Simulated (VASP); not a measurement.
A run of VASP 6.6.1 is set up as follows.

INCAR

```
ALGO = Normal
EDIFF = 1E-6
ENCUT = 520
GGA = PE
GGA_COMPAT = False
ISIF = 2
ISMEAR = -1
ISYM = -1
LASPH = True
LCHARG = False
LREAL = Auto
LWAVE = False
NBANDS = 156
NELM = 120
PREC = Accurate
SIGMA = 0.01
```

Contents of KPOINTS:

```
explicit points
1
Reciprocal
  0.25000000   0.25000000   0.25000000 1
```

File POSCAR:

```
Ga12O19
1.0
    0.0000000000      9.2496621800      0.0000000000
   -1.3977182400      0.0000000000      5.7085775500
    6.2279771500     -1.5416103600      0.0067278600
Ga O
12 19
Direct
    0.1140785298      0.6730282887      0.6813192812
    0.2220749846      0.3227428465      0.3049159491
    0.2995354400      0.1932125006      0.8061191484
    0.0238231657      0.7856143783      0.1787191121
    0.4462555808      0.6781748294      0.6815531314
    0.5473280297      0.3139294469      0.3043177373
    0.6338425587      0.1981024561      0.8125565162
    0.3597523111      0.7939645216      0.1733027703
    0.7714987544      0.6694432603      0.6807860648
    0.8795194312      0.3190158399      0.3043075163
    0.9697320403      0.2062537562      0.8067108334
    0.6941208553      0.7988924225      0.1796487822
    0.1649195072      0.7327731131      0.0068160728
    0.1642752654      0.2543307728      0.9801125812
    0.2721805073      0.4257919059      0.6428321776
    0.0580675761      0.5535867866      0.3415496393
    0.0498367787      0.1153874666      0.2765662309
    0.2795537963      0.8765890869      0.6709738098
    0.4994930468      0.7399190343      0.0053229692
    0.4941171495      0.2525691285      0.9804816766
    0.6033225075      0.4297622957      0.6453176534
    0.3904095919      0.5623060685      0.3404056241
    0.3848830462      0.1082170076      0.3196885341
    0.6086567950      0.8839278280      0.6661026443
    0.8292812826      0.7377204370      0.0054512581
    0.8287171729      0.2593208775      0.9787154599
    0.9357706147      0.4383342901      0.6438469082
    0.7214824915      0.5663393363      0.3428994309
    0.7140555648      0.1155527737      0.3146662507
    0.9436440484      0.8765913607      0.7085815551
    0.9968469274      0.9959815408      0.4924501957
```

Potentials or basis: VASP PAW PBE potentials, release 64 (Ga_d, O).

Command:

```bash
$ cat potpaw_PBE.64/Ga_d/POTCAR potpaw_PBE.64/O/POTCAR > POTCAR
$ mpirun -np 1 vasp_std > vasp.out
```

(1) What does it give for the largest force?

(2) What does it give for the pressure?

Answers

(1) 0.028 eV/Å.

(2) 4.2 GPa.
